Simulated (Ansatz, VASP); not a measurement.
Ga: VASP beside Ansatz

```
Ga
1.0
     1.37837   -4.01303    0.00000
     1.37837    4.01303    0.00000
    -0.11706    0.00000    3.31879
Ga
2
Direct
  0.86900 0.13100 0.25000
  0.13100 0.86900 0.75000
```

Change from the starting cell: volume scaled by 0.99.

Alike in both runs: task single point; functional PBEsol; k mesh 14 × 14 × 11; occupations fermi-dirac, width 0.03 eV; no spin polarisation.

|  | VASP | Ansatz |
| --- | --- | --- |
| version | VASP 6.6.1 | Ansatz 0.2.0 |
| potentials or method | VASP PAW PBE potentials, release 64 (Ga_d), cutoff 520 eV | all-electron LAPW, scalar-relativistic |

|  | VASP | Ansatz | Ansatz less VASP |
| --- | --- | --- | --- |
| pressure (GPa) | -1.3 | -1.3 | +0.05 |
| traceless stress, the component that is largest in VASP (GPa) | -0.11 | -0.11 | -0.001 |
| rms of the force components (eV/Å) | 0.108 | 0.108 | +0.0002 |

VASP's potentials were made for PBE, not for PBEsol. Atom by atom the forces differ by 0.000 eV/Å (rms over components). Ansatz ran all-electron here, and VASP with PAW potentials.
